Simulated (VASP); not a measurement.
# HfMoC2 (P4/mmm) in VASP: notebook, part 2 of 3

VASP 6.6.1. Earlier steps stand in the parts before.

## Step 3: Single point, r2SCAN+U

Input file POSCAR:

```
HfMoC2
1.0
    3.1914230000      0.0000000000      0.0000000000
    0.0000000000      3.1914230000      0.0000000000
    0.0000000000      0.0000000000      4.4851640000
Hf Mo C
1 1 2
Direct
    0.0000000000      0.0000000000      0.0000000000
    0.5000000000      0.5000000000      0.5000000000
    0.5000000000      0.5000000000      0.0000000000
    0.0000000000      0.0000000000      0.5000000000
```

Input file INCAR.step1:

```
SYSTEM = HfMoC2
PREC = Accurate
ENCUT = 520
ISMEAR = -1
SIGMA = 0.05
LREAL = .FALSE.
LASPH = .TRUE.
NELM = 150
LMAXMIX = 4
LDAU = .TRUE.
LDAUTYPE = 2
LDAUL = 2 2 -1
LDAUU = 2 2 0
LDAUJ = 0 0 0
NBANDS = 24
GGA = PE
ALGO = Normal
EDIFF = 1E-4
LWAVE = .TRUE.
LCHARG = .FALSE.
```

Input file INCAR.step2:

```
SYSTEM = HfMoC2
PREC = Accurate
ENCUT = 520
EDIFF = 1E-6
ISMEAR = -1
SIGMA = 0.05
LREAL = .FALSE.
LASPH = .TRUE.
NELM = 150
ALGO = Normal
ISIF = 2
LWAVE = .FALSE.
LCHARG = .TRUE.
LMAXMIX = 4
LDAU = .TRUE.
LDAUTYPE = 2
LDAUL = 2 2 -1
LDAUU = 2 2 0
LDAUJ = 0 0 0
LDAUPRINT = 1
METAGGA = R2SCAN
LMIXTAU = .TRUE.
LELF = .TRUE.
LVHAR = .TRUE.
NBANDS = 24
ISTART = 1
```

Input file KPOINTS:

```
regular mesh
0
G
  8 8 6
  0 0 0
```

Potentials or basis: VASP PAW PBE potentials, release 64 (Hf_pv, Mo_sv, C).

Command:

```console
$ cat potpaw_PBE.64/Hf_pv/POTCAR potpaw_PBE.64/Mo_sv/POTCAR potpaw_PBE.64/C/POTCAR > POTCAR
$ cp INCAR.step1 INCAR
$ mpirun -np 1 vasp_std > vasp.out
$ cp INCAR.step2 INCAR
$ mpirun -np 1 vasp_std > vasp.out
```

It took 3.5 min on 1 thread of Intel Xeon 8259CL, shared host; peak memory 0.21 GiB.

The run converged. Its results:

```
Free energy            : -89.1653 eV
Pressure               : 2.4 GPa
Band gap on the k mesh : zero (bands 16 and 17 overlap by 2.35 eV)
```

Stress tensor (GPa, compression positive):
```
 3.79  0.00  0.00
 0.00  3.79  0.00
 0.00  0.00 -0.26
```

Levels at points of the mesh, in eV from the Fermi level:
```tsv
k point	band 12	band 13	band 14	band 15	band 16	band 17	band 18	band 19	band 20	band 21
(0.00, 0.00, 0.00)	-1.51	-1.51	-1.39	-1.39	-0.44	-0.12	-0.12	-0.12	-0.11	0.50
(0.50, 0.00, 0.00)	-5.23	-4.62	-3.98	-3.94	-0.49	1.10	2.19	3.25	3.77	4.60
(0.50, 0.50, 0.00)	-3.90	-3.90	-1.53	-1.37	-1.37	-1.28	1.17	1.58	2.55	4.38
(0.00, 0.00, 0.50)	-3.50	-2.49	-2.49	-1.88	-1.88	-1.13	-0.33	2.05	2.05	4.06
(0.50, 0.00, 0.50)	-5.51	-5.44	-4.66	-4.53	1.07	1.19	1.79	5.02	5.81	5.87
(0.50, 0.50, 0.50)	-4.59	-4.55	-4.55	-4.52	0.99	0.99	1.59	3.47	3.47	3.60
```

Eigenvalues of the final occupation matrices:
```
    site  spin  trace               eigenvalues
site 1 d     1   0.88  0.12 0.12 0.14 0.24 0.26
site 1 d     2   0.88  0.12 0.12 0.14 0.24 0.26
site 2 d     1   1.89  0.34 0.37 0.39 0.40 0.40
site 2 d     2   1.89  0.34 0.37 0.39 0.40 0.40
```

Caveat: the PAW data sets were made with another functional, which shifts forces and pressure a little; spin-orbit coupling is left out, which moves the levels of the heavy elements; U without spin polarisation on a metal has little footing; the U is typed as a test and isn't derived for this compound.

## Step 4: Single point, r2SCAN+U

POSCAR is that of step 3.

Input file INCAR.step1:

```
SYSTEM = HfMoC2
ALGO = Normal ; EDIFF = 1E-4
ENCUT = 520 ; GGA = PE
ISMEAR = -1 ; LASPH = .True.
LCHARG = .False. ; LDAU = .True.
LDAUJ = 0 0 0 ; LDAUL = 2 2 -1
LDAUTYPE = 2 ; LDAUU = 3 3 0
LMAXMIX = 4 ; LREAL = .False.
LWAVE = .True. ; NBANDS = 24
NELM = 150 ; PREC = Accurate
SIGMA = 0.05
```

Input file INCAR.step2:

```
SYSTEM = HfMoC2
ALGO = Normal ; EDIFF = 1E-7
ENCUT = 520 ; ISIF = 2
ISMEAR = -1 ; ISTART = 1
LASPH = .True. ; LCHARG = .False.
LDAU = .True. ; LDAUJ = 0 0 0
LDAUL = 2 2 -1 ; LDAUPRINT = 1
LDAUTYPE = 2 ; LDAUU = 3 3 0
LMAXMIX = 4 ; LMIXTAU = .True.
LREAL = .False. ; LWAVE = .False.
METAGGA = R2SCAN ; NBANDS = 24
NELM = 150 ; PREC = Accurate
SIGMA = 0.05
```

Input file KPOINTS:

```
k-points
0
Gamma
  8 8 6
  0 0 0
```

Potentials or basis: VASP PAW PBE potentials, release 64 (Hf_pv, Mo_sv, C).

Command:

```console
$ cat potpaw_PBE.64/Hf_pv/POTCAR potpaw_PBE.64/Mo_sv/POTCAR potpaw_PBE.64/C/POTCAR > POTCAR
$ cp INCAR.step1 INCAR
$ mpirun -np 1 vasp_std > vasp.out
$ cp INCAR.step2 INCAR
$ mpirun -np 1 vasp_std > vasp.out
```

OUTCAR:

```text
SYSTEM = HfMoC2
   EDIFF = 1E-7
   ENCUT = 520
   ISIF = 2
   ISMEAR = -1
   ISTART = 1
   LASPH = .True.
   LREAL = .False.
   METAGGA = R2SCAN
   NELM = 150
   PREC = Accurate

 ion  position               nearest neighbor table
   1  0.000  0.000  0.000-   4 2.24   4 2.24   3 2.26   3 2.26   3 2.26   3 2.26   2 3.18   2 3.18
                             2 3.18   2 3.18   2 3.18   2 3.18   2 3.18   2 3.18
   2  0.500  0.500  0.500-   3 2.24   3 2.24   4 2.26   4 2.26   4 2.26   4 2.26   1 3.18   1 3.18
                             1 3.18   1 3.18   1 3.18   1 3.18   1 3.18   1 3.18
   3  0.500  0.500  0.000-   2 2.24   2 2.24   1 2.26   1 2.26   1 2.26   1 2.26
   4  0.000  0.000  0.500-   1 2.24   1 2.24   2 2.26   2 2.26   2 2.26   2 2.26

  LATTYP: Found a simple tetragonal cell.
 ALAT       =     3.1914230000
 C/A-ratio  =     1.4053806092

  Lattice vectors:

 A1 = (   3.1914230000,   0.0000000000,   0.0000000000)
 A2 = (   0.0000000000,   3.1914230000,   0.0000000000)
 A3 = (   0.0000000000,   0.0000000000,   4.4851640000)

Analysis of symmetry for initial positions (statically):
[... 241 lines left out ...]
  ext. energy  EPLUGINS =         0.00000000
  ---------------------------------------------------
  free energy    TOTEN  =       -87.29382416 eV

  energy without entropy =      -87.27547065  energy(sigma->0) =      -87.28464740

 E-fermi :   9.7850     XC(G=0): -13.8448

 val. band max:        9.7731632381   @ k =   0.0000   0.0000   0.0000
 cond. band min:       9.8416985683   @ k =   0.5000   0.2500   0.0000
 fundamental gap:      0.0685353302
 Fermi energy:         9.7849602178

 k-point     1 :       0.0000    0.0000    0.0000
  band No.  band energies     occupation
      1     -54.6284      2.00000
      2     -27.9336      2.00000
      3     -27.8832      2.00000
      4     -27.8832      2.00000
      5     -22.5179      2.00000
      6     -22.2568      2.00000
[... 637 lines left out ...]
     23      16.2282      0.00000
     24      17.8884      0.00000

 [... further k-points ...]
[... 5 lines left out ...]
  --------------------------------------------------------------------------------------
  -------------------------------------------------------------------------------------
  Total        1.8625054      1.8625054      0.8845163      0.0000000     -0.0000000     -0.0000000
  in kB       65.3222365     65.3222365     31.0219688      0.0000000     -0.0000000     -0.0000000
  external PRESSURE =      53.8888140 kB  Pullay stress =       0.0000000 kB

 VOLUME and BASIS-vectors are now :
 -----------------------------------------------------------------------------
  energy-cutoff  :      520.00
  volume of cell :       45.68
      direct lattice vectors                 reciprocal lattice vectors
     3.191423000  0.000000000  0.000000000     0.313339849  0.000000000  0.000000000
     0.000000000  3.191423000  0.000000000     0.000000000  0.313339849  0.000000000
     0.000000000  0.000000000  4.485164000     0.000000000  0.000000000  0.222957288

 POSITION                                       TOTAL-FORCE (eV/Angst)
 -----------------------------------------------------------------------------------
      0.00000      0.00000      0.00000         0.000000      0.000000      0.000000
      1.59571      1.59571      2.24258         0.000000      0.000000      0.000000
      1.59571      1.59571      0.00000         0.000000      0.000000      0.000000
      0.00000      0.00000      2.24258         0.000000      0.000000      0.000000
 -----------------------------------------------------------------------------------
    total drift:                                0.000000     -0.000000     -0.000000

  FREE ENERGIE OF THE ION-ELECTRON SYSTEM (eV)
  ---------------------------------------------------
  free  energy   TOTEN  =       -87.2938241628 eV

  energy  without entropy=      -87.2754706463  energy(sigma->0) =      -87.28464740
```

OSZICAR.step1:

```text
N       E                     dE             d eps       ncg     rms          rms(c)
DAV:   1     0.218226577450E+03    0.21823E+03   -0.18181E+04  2896   0.134E+03
DAV:   2    -0.351620182612E+02   -0.25339E+03   -0.24094E+03  3496   0.366E+02
DAV:   3    -0.434774721336E+02   -0.83155E+01   -0.82144E+01  3728   0.599E+01
DAV:   4    -0.435643154324E+02   -0.86843E-01   -0.86768E-01  3232   0.636E+00
DAV:   5    -0.435653485557E+02   -0.10331E-02   -0.10329E-02  3760   0.638E-01    0.745E+01
DAV:   6    -0.364944015001E+02    0.70709E+01   -0.39757E+01  3224   0.376E+01    0.369E+01
DAV:   7    -0.361099320519E+02    0.38447E+00   -0.12343E+01  3296   0.257E+01    0.381E+01
DAV:   8    -0.350759627528E+02    0.10340E+01   -0.23657E+00  3168   0.110E+01    0.561E+00
DAV:   9    -0.350775171948E+02   -0.15544E-02   -0.97766E-02  3592   0.187E+00    0.195E+00
DAV:  10    -0.350764158414E+02    0.11014E-02   -0.99342E-03  3504   0.712E-01    0.658E-01
DAV:  11    -0.350764665059E+02   -0.50665E-04   -0.83940E-04  3504   0.200E-01
   1 F= -.35076467E+02 E0= -.35068485E+02  d E =-.159630E-01
```

Run time: 3.3 min. Hardware: 1 thread of Intel Xeon 8259CL, shared host; peak memory 0.22 GiB.

Results:

* Free energy: -87.2938 eV
* Pressure: 5.4 GPa
* Band gap on the k mesh: zero (bands 16 and 17 overlap by 2.41 eV)

Stress tensor (GPa, compression positive):
```
6.53 0.00 0.00
0.00 6.53 0.00
0.00 0.00 3.10
```

Levels at points of the mesh, in eV from the Fermi level:
| k point | band 14 | band 15 | band 16 | band 17 | band 18 | band 19 |
| --- | --- | --- | --- | --- | --- | --- |
| (0.00, 0.00, 0.00) | -1.40 | -1.40 | -0.44 | -0.18 | -0.18 | -0.17 |
| (0.50, 0.00, 0.00) | -3.98 | -3.95 | -0.52 | 1.15 | 2.14 | 3.25 |
| (0.50, 0.50, 0.00) | -1.59 | -1.44 | -1.44 | -1.36 | 1.21 | 1.65 |
| (0.00, 0.00, 0.50) | -2.54 | -1.91 | -1.91 | -1.04 | -0.34 | 2.01 |
| (0.50, 0.00, 0.50) | -4.67 | -4.53 | 1.05 | 1.24 | 1.76 | 5.14 |
| (0.50, 0.50, 0.50) | -4.58 | -4.56 | 0.94 | 0.94 | 1.66 | 3.53 |

Eigenvalues of the final occupation matrices:
```tsv
site	spin	trace	eigenvalues
site 1 d	1	0.86	0.12 0.12 0.13 0.24 0.26
site 1 d	2	0.86	0.12 0.12 0.13 0.24 0.26
site 2 d	1	1.88	0.33 0.36 0.39 0.40 0.40
site 2 d	2	1.88	0.33 0.36 0.39 0.40 0.40
```

Caveat: the cell stands under pressure; the PAW data sets were made with another functional, which shifts forces and pressure a little; spin-orbit coupling is left out, which moves the levels of the heavy elements; U without spin polarisation on a metal has little footing; the U is typed as a test and isn't derived for this compound.

[end of part 2 of 3]
